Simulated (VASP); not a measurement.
BeTe:

```
Be Te
1.0
     0.00000    2.77000    2.77000
     2.77000    0.00000    2.77000
     2.77000    2.77000    0.00000
Be Te
1 1
Cartesian
  0.0000 0.0000 0.0000
  4.1550 4.1550 4.1550
```

Base run:

| Item | Value |
| --- | --- |
| Program | VASP 6.6.1 |
| Functional | PBEsol |
| Potentials or basis | VASP PAW PBE potentials, release 64 (Be, Te) |
| Cutoff | 520 eV |
| k mesh | 11 × 11 × 11 |
| Occupations | fermi-dirac, width 0.03 eV |
| Spin | no spin polarisation |

Its results: band gap on the k mesh 1.76 eV, indirect (least direct gap 3.55 eV); pressure 2.5 GPa.

**Question.** The run is repeated on the same cell with these changes: functional from PBEsol to LDA; potentials or basis from VASP PAW PBE potentials, release 64 (Be, Te) to VASP PAW LDA potentials, release 64 (Be, Te). What comes out?

**Answer.** Band gap on the k mesh 1.78 eV, indirect (least direct gap 3.54 eV); pressure 0.8 GPa.

Caveats: spin-orbit coupling is left out, which moves the levels of the heavy elements; the PAW data sets were made with another functional, which shifts forces and pressure a little (some runs).

A k mesh can miss the band edges.
